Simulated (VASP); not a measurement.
CdTe, 2 atoms in the cell. It takes space group F-43m (No. 216, cubic). The conventional cell has a = 6.560 Å, b = 6.560 Å, c = 6.560 Å, α = 90.00°, β = 90.00°, γ = 90.00°. Within 3.7 Å of Cd (site symmetry -43m) lie 4 Te at 2.84 Å. Te (site symmetry -43m) has 4 Cd at 2.84 Å within 3.7 Å. 

| Property | Result |
| --- | --- |
| Program | VASP 6.6.1 |
| Task | single point |
| Functional | PBE |
| Potentials or basis | VASP PAW PBE potentials, release 64 (Cd, Te) |
| Cutoff | 520 eV |
| k mesh | 6 × 6 × 6 |
| Occupations | fermi-dirac, width 0.02 eV |
| Spin | no spin polarisation |
| Dipole correction | no |
| Further INCAR settings | ALGO = Normal; EDIFF = 1e-06; NBANDS = 16 |

Potentials or basis: VASP PAW PBE potentials, release 64 (Cd, Te).

Launch:

```bash
$ cat potpaw_PBE.64/Cd/POTCAR potpaw_PBE.64/Te/POTCAR > POTCAR
$ mpirun -np 1 vasp_std > vasp.out
```

Hardware: 1 thread of Intel Xeon 6975P-C, on a shared host.

Problem. How long does it take, and how much memory?

Solution. Wall time 20 s on 1 thread of Intel Xeon 6975P-C, with other jobs on the host, peak memory 0.21 GiB. Counts: scf iterations 12, k points 16.
